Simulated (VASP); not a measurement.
The system is Ni.

```
CELL_PARAMETERS angstrom
1.93011 0.00000 0.00000
-0.96505 1.67152 0.00000
0.00000 0.00000 1.83755
ATOMIC_POSITIONS crystal
Ni 0.00000 0.00000 0.00000
```

This cell differs from its parent crystal: volume scaled by 0.5.

Base run:

| Quantity | Value |
| --- | --- |
| Program | VASP 6.6.1 |
| Functional | PBE |
| Potentials or basis | VASP PAW PBE potentials, release 64 (Ni) |
| Cutoff | 520 eV |
| k mesh | 18 × 18 × 17 |
| Occupations | fermi-dirac, width 0.1 eV |
| Spin | collinear spin, ferromagnetic start |
| Starting moments | [1.0] μB |

Its results: band gap on the k mesh zero (filled and empty bands overlap); pressure 573.5 GPa; net moment 0.00 μB per cell.

Q: The run is repeated on the same cell with these changes: potentials or basis from VASP PAW PBE potentials, release 64 (Ni) to VASP PAW PBE potentials, release 64 (Ni_sv_GW); cutoff from 520 eV to 590 eV; further incar settings from ALGO = Normal; EDIFF = 1e-06; NBANDS = 15 to ALGO = Normal; EDIFF = 1e-06; NBANDS = 19; valence electrons from 10 to 18. What comes out?

A: Band gap on the k mesh zero (filled and empty bands overlap); pressure 577.7 GPa; net moment 0.00 μB per cell.
